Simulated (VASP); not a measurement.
# Cu (Fmmm) in VASP: further runs

Cu is run at these levels: r2SCAN; tasks: single point.

Program: VASP 6.6.1. These are calculated values, not measurements. Logs are shortened: lines on timing, memory, paths and dates and some standing lists are left out, and cuts for length are marked.

### 1 The cell of the first run

Symmetry: Fmmm, No. 69, orthorhombic system. Conventional cell: a = 3.344 Å, b = 3.615 Å, c = 3.886 Å, α = 90.00°, β = 90.00°, γ = 90.00°. Within 3.4 Å of Cu (site symmetry mmm) lie 14 Cu at 2.46 to 3.34 Å.

### 2 Single point, r2SCAN (strain -0.0750 x Voigt [1, -1, 0, 0, 0, 0])

POSCAR reads:

```
Cu
1.0
    0.0000000000      1.9430625000      1.8075000000
    1.6719375000      0.0000000000      1.8075000000
    1.6719375000      1.9430625000      0.0000000000
Cu
1
Direct
    0.0000000000      0.0000000000      0.0000000000
```

INCAR.step1 reads:

```
  PREC = Accurate
  ENCUT = 520
  ISMEAR = 0
  SIGMA = 0.15
  LREAL = F
  LASPH = T
  NELM = 80
  NBANDS = 12
  GGA = PE
  ALGO = Normal
  EDIFF = 1E-4
  LWAVE = T
  LCHARG = F
```

INCAR.step2 reads:

```
  PREC = Accurate
  ENCUT = 520
  EDIFF = 1E-6
  ISMEAR = 0
  SIGMA = 0.15
  LREAL = F
  LASPH = T
  NELM = 80
  ALGO = Normal
  ISIF = 2
  LWAVE = F
  LCHARG = T
  METAGGA = R2SCAN
  LMIXTAU = T
  LELF = T
  LVHAR = T
  NBANDS = 12
  ISTART = 1
```

KPOINTS reads:

```
Automatic mesh
0
Gamma
  22 22 22
```

Potentials or basis: VASP PAW PBE potentials, release 64 (Cu).

Run with:

```bash
$ cat potpaw_PBE.64/Cu/POTCAR > POTCAR
$ cp INCAR.step1 INCAR
$ mpirun -np 1 vasp_std > vasp.out
$ cp INCAR.step2 INCAR
$ mpirun -np 1 vasp_std > vasp.out
```

OUTCAR:

```text
PREC = Accurate
   ENCUT = 520
   EDIFF = 1E-6
   ISMEAR = 0
   LREAL = F
   LASPH = T
   NELM = 80
   ISIF = 2
   METAGGA = R2SCAN
   ISTART = 1

 ion  position               nearest neighbor table
   1  0.000  0.000  0.000-

  LATTYP: Found a face centered orthorhombic cell.
 ALAT       =     3.3438750000
 B/A-ratio  =     1.0810810811
 C/A-ratio  =     1.1621621622

  Lattice vectors:

 A1 = (   0.0000000000,   1.9430625000,  -1.8075000000)
 A2 = (   1.6719375000,   1.9430625000,   0.0000000000)
 A3 = (   1.6719375000,   0.0000000000,  -1.8075000000)

Analysis of symmetry for initial positions (statically):
=====================================================================
 Subroutine PRICEL returns:
 Original cell was already a primitive cell.

 Routine SETGRP: Setting up the symmetry group for a
 face centered orthorhombic supercell.

 Subroutine GETGRP returns: Found  8 space group operations
 (whereof  8 operations were pure point group operations)
 out of a pool of  8 trial point group operations.

The static configuration has the point symmetry D_2h.

Analysis of symmetry for dynamics (positions and initial velocities):
=====================================================================
 Subroutine PRICEL returns:
 Original cell was already a primitive cell.

 Routine SETGRP: Setting up the symmetry group for a
 face centered orthorhombic supercell.

 Subroutine GETGRP returns: Found  8 space group operations
 (whereof  8 operations were pure point group operations)
 out of a pool of  8 trial point group operations.

The dynamic configuration has the point symmetry D_2h.

 Subroutine INISYM returns: Found  8 space group operations
 (whereof  8 operations are pure point group operations),
 and found     1 'primitive' translations

----------------------------------------------------------------------------------------

                                     Primitive cell

  volume of cell :      11.7440

  direct lattice vectors                    reciprocal lattice vectors
     0.000000000  1.943062500  1.807500000    -0.299054241  0.257325742  0.276625173
     1.671937500  0.000000000  1.807500000     0.299054241 -0.257325742  0.276625173
     1.671937500  1.943062500  0.000000000     0.299054241  0.257325742 -0.276625173

  length of vectors
     2.653779970  2.462200490  2.563370220     0.481841741  0.481841741  0.481841741

  position of ions in fractional coordinates (direct lattice)
     0.000000000  0.000000000  0.000000000

  ion indices of the primitive-cell ions
   primitive index   ion index
                 1           1

----------------------------------------------------------------------------------------

 KPOINTS: Automatic mesh

Automatic generation of k-mesh.
 Grid dimensions read from file:
 generate k-points for:   22   22   22

 Generating k-lattice:

  Cartesian coordinates                     Fractional coordinates (reciprocal lattice)
    -0.013593375  0.011696625  0.012573871     0.045454545  0.000000000  0.000000000
     0.013593375 -0.011696625  0.012573871     0.000000000  0.045454545  0.000000000
     0.013593375  0.011696625 -0.012573871     0.000000000  0.000000000  0.045454545

  Length of vectors
     0.021901897  0.021901897  0.021901897

  Shift w.r.t. Gamma in fractional coordinates (k-lattice)
     0.000000000  0.000000000  0.000000000

 Subroutine IBZKPT returns following result:
 ===========================================

 Found   1530 irreducible k-points:

 Following reciprocal coordinates:
            Coordinates               Weight
  0.000000  0.000000  0.000000      1.000000
  0.045455 -0.000000 -0.000000      8.000000
  0.090909 -0.000000 -0.000000      8.000000
  0.136364  0.000000 -0.000000      8.000000
  0.181818  0.000000 -0.000000      8.000000
  0.227273  0.000000 -0.000000      8.000000
[... 16 lines left out ...]
  0.500000  0.045455 -0.000000      8.000000
 -0.454545  0.045455  0.000000      8.000000
 [... further k-points ...]
   k-points           NKPTS =   1530   k-points in BZ     NKDIM =   1530   number of bands    NBANDS=     12
   number of dos      NEDOS =    301   number of ions     NIONS =      1
   total plane-waves  NPLWV =   7200
   dimension x,y,z NGX =    20 NGY =   18 NGZ =   20
   dimension x,y,z NGXF=    40 NGYF=   36 NGZF=   40
   ions per type =               1
   NGX,Y,Z   is equivalent  to a cutoff of  12.53, 12.15, 12.97 a.u.
   NGXF,Y,Z  is equivalent  to a cutoff of  25.06, 24.31, 25.94 a.u.
 SYSTEM =  unknown system
   PREC   = accura    normal or accurate (medium, high low for compatibility)
   ISTART =      1    job   : 0-new  1-cont  2-samecut
   ICHARG =      0    charge: 1-file 2-atom 10-const
   ISPIN  =      1    spin polarized calculation?
   LNONCOLLINEAR =      F non collinear calculations
   LSORBIT =      F    spin-orbit coupling
   LASPH  =      T    aspherical Exc in radial PAW
   ENCUT  =  520.0 eV  38.22 Ry    6.18 a.u.   4.93  4.58  4.77*2*pi/ulx,y,z
   NELM   =     80;   NELMIN=  2; NELMDL=  0     # of ELM steps
   EDIFF  = 0.1E-05   stopping-criterion for ELM
   LREAL  =      F    real-space projection
   EDIFFG = 0.1E-04   stopping-criterion for IOM
   NSW    =      0    number of steps for IOM
   IBRION =     -1    ionic relax: 0-MD 1-quasi-New 2-CG
   NFREE  =      0    steps in history (QN), initial steepest desc. (CG)
   ISIF   =      2    stress and relaxation
   ISYM   =      2    0-nonsym 1-usesym 2-fastsym
   POTIM  = 0.5000    time-step for ionic-motion
   TEBEG  =    0.0;   TEEND  =   0.0 temperature during run
   PSTRESS=    0.0 pullay stress
   NELECT =      11.0000    total number of electrons
   NUPDOWN=      -1.0000    fix difference up-down
   EMIN   =  10.00;   EMAX   =-10.00  energy-range for DOS
   EFERMI =   0.00;   METHOD = LEGACY
   ISMEAR =     0;   SIGMA  =   0.15  broadening in eV -4-tet -1-fermi 0-gaus
   EFERMI_NEDOS =   21; number of points for ismear=-14 and -15
   IALGO  =     38    algorithm
   IMIX   =      4    mixing-type and parameters
     AMIX     =   0.40;   BMIX     =  1.00
     AMIX_MAG =   1.60;   BMIX_MAG =  1.00
  volume/ion in A,a.u.               =      11.74        79.25
  Fermi-wavevector in a.u.,A,eV,Ry     =   1.601772  3.026910 34.908106  2.565673
  Thomas-Fermi vector in A             =   2.698698
   LORBIT       =      0    0 simple, 1 ext, 2 COOP (PROOUT), +10 PAW based schemes
   METAGGA = R2SCAN    functional components
   LHFCALC =     F    Hartree Fock is set to
   AEXX    =    0.0000 exact exchange contribution
   IVDW    =     0    specifies the selected vdW correction
   LEPSILON=     F    determine dielectric tensor
   LRPA    =     F    only Hartree local field effects (RPA)
 non-spin polarized calculation
 Gauss-broadening in eV      SIGMA  =   0.15
  energy-cutoff  :      520.00
  volume of cell :       11.74
 maximum number of plane-waves:       334
   NGX =  9   NGY =  9   NGZ =  9

 number of electron      11.0000009 magnetization

 Free energy of the ion-electron system (eV)
  ---------------------------------------------------
  ext. energy  EPLUGINS =         0.00000000
  ---------------------------------------------------
  free energy    TOTEN  =       -10.80340111 eV

  energy without entropy =      -10.79964519  energy(sigma->0) =      -10.80152315

 E-fermi :   7.4721     XC(G=0): -13.7815

 val. band max:        7.4696239793   @ k =  -0.2727   0.0000   0.2273
 cond. band min:       7.4737647263   @ k =   0.5000   0.0000   0.1364
 fundamental gap:      0.0041407470
 Fermi energy:         7.4720975566

 k-point     1 :       0.0000    0.0000    0.0000
  band No.  band energies     occupation
      1      -2.2418      2.00000
      2       3.9609      2.00000
      3       4.3827      2.00000
      4       4.6839      2.00000
      5       4.7786      2.00000
      6       5.3932      2.00000
      7      31.2529      0.00000
      8      33.7340      0.00000
      9      34.0573      0.00000
     10      34.5885      0.00000
     11      36.4210      0.00000
     12      36.6496      0.00000

 k-point     2 :       0.0455   -0.0000   -0.0000
  band No.  band energies     occupation
      1      -2.1626      2.00000
      2       3.9704      2.00000
      3       4.3850      2.00000
      4       4.6822      2.00000
      5       4.7790      2.00000
      6       5.3831      2.00000
      7      30.8254      0.00000
      8      32.8832      0.00000
      9      33.5900      0.00000
     10      34.1635      0.00000
     11      36.8185      0.00000
     12      36.9546      0.00000

 k-point     3 :       0.0909   -0.0000   -0.0000
  band No.  band energies     occupation
      1      -1.9265      2.00000
      2       3.9929      2.00000
      3       4.3836      2.00000
      4       4.6832      2.00000
      5       4.7891      2.00000
      6       5.3554      2.00000
      7      29.0815      0.00000
      8      32.0357      0.00000
      9      32.9460      0.00000
     10      33.6892      0.00000
     11      36.4464      0.00000
     12      37.7277      0.00000

 k-point     4 :       0.1364    0.0000   -0.0000
  band No.  band energies     occupation
      1      -1.5393      2.00000
      2       4.0139      2.00000
      3       4.3589      2.00000
      4       4.7011      2.00000
      5       4.8284      2.00000
      6       5.3186      2.00000
      7      26.6912      0.00000
      8      31.4602      0.00000
      9      32.3499      0.00000
     10      33.3256      0.00000
     11      35.6307      0.00000
     12      38.6331      0.00000

 k-point     5 :       0.1818    0.0000   -0.0000
  band No.  band energies     occupation
      1      -1.0123      2.00000
      2       4.0211      2.00000
      3       4.3046      2.00000
      4       4.7339      2.00000
      5       4.9156      2.00000
      6       5.2878      2.00000
      7      24.2291      0.00000
      8      30.7272      0.00000
      9      31.8637      0.00000
     10      33.0965      0.00000
     11      34.9184      0.00000
     12      38.5121      0.00000
[... 228 lines left out ...]
      1       1.9682      2.00000
      2       4.0177      2.00000
      3       4.5750      2.00000
      4       4.8847      2.00000
      5       5.5828      2.00000
      6       5.8599      2.00000
      7      14.1330      0.00000
      8      27.0990      0.00000
      9      30.3013      0.00000
     10      31.8153      0.00000
     11      33.3871      0.00000
     12      36.2543      0.00000

 k-point    22 :       0.4545    0.0455   -0.0000
  band No.  band energies     occupation
      1       2.1786      2.00000
      2       3.9796      2.00000
      3       4.5754      2.00000
      4       5.2735      2.00000
      5       5.6725      2.00000
      6       6.3139      2.00000
      7      12.5692      0.00000
      8      26.8700      0.00000
      9      29.6665      0.00000
     10      31.7796      0.00000
     11      33.6172      0.00000
     12      36.1045      0.00000

 k-point    23 :       0.5000    0.0455   -0.0000
  band No.  band energies     occupation
      1       2.2509      2.00000
      2       3.9588      2.00000
      3       4.5740      2.00000
      4       5.4147      2.00000
      5       5.7309      2.00000
      6       6.7818      2.00000
      7      11.6441      0.00000
      8      26.8130      0.00000
      9      29.1560      0.00000
     10      31.8183      0.00000
     11      33.9593      0.00000
     12      36.0161      0.00000

 k-point    24 :      -0.4545    0.0455    0.0000
  band No.  band energies     occupation
      1       2.2359      2.00000
      2       3.9578      2.00000
      3       4.5884      2.00000
      4       5.3926      2.00000
      5       5.7172      2.00000
      6       6.6629      2.00000
      7      11.8399      0.00000
      8      26.9363      0.00000
      9      28.7953      0.00000
     10      31.9125      0.00000
     11      34.3082      0.00000
     12      36.1297      0.00000

 [... further k-points ...]

------------------------ aborting loop because EDIFF is reached ----------------------------------------

  FORCE on cell =-STRESS in cart. coord.  units (eV):
  Direction    XX          YY          ZZ          XY          YZ          ZX
  --------------------------------------------------------------------------------------
  -------------------------------------------------------------------------------------
  Total        0.0038492     -0.5886127     -0.0447462      0.0000000      0.0000000      0.0000000
  in kB        0.5251231    -80.3017657     -6.1045261      0.0000000      0.0000000      0.0000000
  external PRESSURE =     -28.6270562 kB  Pullay stress =       0.0000000 kB

 VOLUME and BASIS-vectors are now :
 -----------------------------------------------------------------------------
  energy-cutoff  :      520.00
  volume of cell :       11.74
      direct lattice vectors                 reciprocal lattice vectors
     0.000000000  1.943062500  1.807500000    -0.299054241  0.257325742  0.276625173
     1.671937500  0.000000000  1.807500000     0.299054241 -0.257325742  0.276625173
     1.671937500  1.943062500  0.000000000     0.299054241  0.257325742 -0.276625173

 POSITION                                       TOTAL-FORCE (eV/Angst)
 -----------------------------------------------------------------------------------
      0.00000      0.00000      0.00000         0.000000      0.000000      0.000000
 -----------------------------------------------------------------------------------
    total drift:                                0.000000     -0.000000      0.000000

  FREE ENERGIE OF THE ION-ELECTRON SYSTEM (eV)
  ---------------------------------------------------
  free  energy   TOTEN  =       -10.8034011072 eV

  energy  without entropy=      -10.7996451939  energy(sigma->0) =      -10.80152315
```

It took 7.6 min on 1 thread of AMD EPYC 9R45 (Zen 5), shared host; peak memory 0.28 GiB.

What came out:

```yaml
Free_energy: -10.8034 eV
Pressure: -2.9 GPa
Band_gap_on_the_k_mesh: zero (an odd number of electrons rules out a gap without spin polarisation)
```

Stress tensor (GPa, compression positive):
```
 0.05  0.00  0.00
 0.00 -8.03  0.00
 0.00  0.00 -0.61
```

Levels at points of the mesh, in eV from the Fermi level:
```csv
k point,band 3,band 4,band 5,band 6,band 7,band 8
"(0.00, 0.00, 0.00)",-3.09,-2.79,-2.69,-2.08,23.78,26.26
"(0.50, 0.00, 0.00)",-2.88,-1.88,-1.63,-1.01,4.08,19.54
"(0.50, 0.50, 0.00)",-1.86,-1.86,-1.37,1.54,7.42,14.01
"(0.50, 0.00, 0.50)",-1.78,-1.72,-1.55,0.06,5.57,15.79
"(0.00, 0.50, 0.50)",-1.78,-1.73,-1.43,3.50,9.62,11.94
```

Caveat: the cell differs from its parent crystal (strain -0.0750 x Voigt [1, -1, 0, 0, 0, 0]); the stress differs along the axes, from -8 to 0 GPa; the PAW data sets were made with another functional, which shifts forces and pressure a little.

[end of part 1 of 2]
